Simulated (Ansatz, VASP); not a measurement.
One calculation of Zn5S3O2, two programs

```
CELL_PARAMETERS angstrom
-3.64047 -0.00183 0.00114
-0.00161 -0.00043 5.03328
1.82604 9.08636 -2.51792
ATOMIC_POSITIONS crystal
Zn 0.68586 0.78216 0.37141
Zn 0.31442 0.41077 0.62846
Zn 0.89966 0.06932 0.80053
Zn 0.50037 0.58893 0.00008
Zn 0.09987 0.26895 0.19954
S 0.80108 0.67918 0.60221
S 0.00007 0.87725 0.99997
S 0.19878 0.07692 0.39784
O 0.40529 0.27877 0.81075
O 0.59458 0.46776 0.18921
```

Change from the starting cell: cell x1, atoms moved at random (sigma 0.05 Å) and cell strained at random (1.5 %), then relaxed without symmetry.

Alike in both runs: functional PBE; k mesh 4 × 4 × 4; occupations gaussian, width 0.1 eV; no spin polarisation.

Ansatz relaxed the structure, and its values are those at the end. VASP's run is a single point on that final structure, the one shown.

```csv
,VASP,Ansatz
version,VASP 6.6.1,Ansatz 0.2.0
potentials or method,"VASP PAW PBE potentials, release 64 (Zn, S, O), cutoff 520 eV","scalar-relativistic, plane waves, PAW"
valence electrons in the cell,90,90
```

Ansatz gave:

* gap on the k mesh at the Fermi level (eV): 0.71
* least direct gap on the mesh (eV): 0.71
* pressure (GPa): 0.0
* rms of the force components (eV/Å): 0.005

**Question.** What did VASP give for the same quantities?

**Answer.** gap on the k mesh at the Fermi level (eV): 0.71; least direct gap on the mesh (eV): 0.71; pressure (GPa): 0.3; rms of the force components (eV/Å): 0.014.

The functional is the same, so the differences come from potentials, cutoffs and numerics.

The k mesh is coarse, so the values compare programs but aren't converged.
